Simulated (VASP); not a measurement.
Write the native input for VASP 6.6.1 that does the following.

```
Task                   : single point
Functional             : PBE
Potentials or basis    : VASP PAW PBE potentials, release 64 (Al, H)
Cutoff                 : 520 eV
k mesh                 : 6 × 6 × 1
Occupations            : gaussian, width 0.1 eV
Spin                   : collinear spin
Starting moments       : [0.0, 0.0, 0.0, 0.0, 0.0, 0.0, 0.0, 0.0, 0.0, 0.0, 0.0, 0.0, 1.0] μB
Dipole correction      : yes
Further INCAR settings : ALGO = Normal; EDIFF = 1e-06; NBANDS = 34
```

The structure of Al12H lies in POSCAR:

```
Al12H
1.0
    5.7143028096      0.0000000000      0.0000000000
   -2.8571514048      4.9487313980      0.0000000000
    0.0000000000      0.0000000000     21.6016424764
Al H
12 1
Direct
    0.3333333333      0.1666666667      0.1851711047
    0.3333333333      0.6666666667      0.1851711047
    0.8333333333      0.1666666667      0.1851711047
    0.8333333333      0.6666666667      0.1851711047
    0.1666666667      0.3333333333      0.2916873740
    0.1666666667      0.8333333333      0.2916873740
    0.6666666667      0.3333333333      0.2916873740
    0.6666666667      0.8333333333      0.2916873740
    0.0000000000      0.0000000000      0.3981939098
    0.0000000000      0.5000000000      0.3981939098
    0.5000000000      0.0000000000      0.3981939098
    0.5000000000      0.5000000000      0.3981939098
    0.1666666667     -0.1666666667      0.5495712879
```

These files were run (other wordings do the same):

INCAR

```
SYSTEM = Al12H
PREC     = Accurate       ! precision mode
ENCUT    = 520            ! plane-wave cutoff, eV
EDIFF    = 1E-6           ! SCF threshold, eV
ISMEAR   = 0              ! smearing method
SIGMA    = 0.1            ! smearing width, eV
LREAL    = .FALSE.        ! projectors in reciprocal space
LASPH    = .TRUE.         ! aspherical terms in the spheres
NELM     = 150            ! most SCF steps
ALGO     = Normal         ! electronic algorithm
ISIF     = 2              ! what is computed and relaxed
LWAVE    = .FALSE.        ! write WAVECAR
LCHARG   = .FALSE.        ! write CHGCAR
ISPIN    = 2              ! spin polarisation
MAGMOM   = 0 0 0 0 0 0 0 0 0 0 0 0 1 ! initial moments
LORBIT   = 11             ! projections on sites
LDIPOL   = .TRUE.       
IDIPOL   = 3            
DIPOL    = 0.5 0.5 0.312
GGA      = PE             ! functional
NBANDS   = 34             ! bands
```

KPOINTS

```
regular mesh
0
G
  6 6 1
  0 0 0
```

Potentials or basis: VASP PAW PBE potentials, release 64 (Al, H).

Launch:

```bash
$ cat potpaw_PBE.64/Al/POTCAR potpaw_PBE.64/H/POTCAR > POTCAR
$ mpirun -np 1 vasp_std > vasp.out
```

Results of the run:

| Quantity | Value |
| --- | --- |
| Largest force | 0.076 eV/Å |
| Band gap on the k mesh | zero (filled and empty bands overlap) |
| Net moment | 1.00 μB per cell |
| Site moments | Al +0.00; H +0.37 μB |
| Valence electrons inside the program's atomic spheres | Al 0.76, 0.78 (each value once); H 0.38 |

Wall time 8.3 min on 1 thread of AMD EPYC 9R14 (Zen 4), with other jobs on the host, peak memory 0.88 GiB.
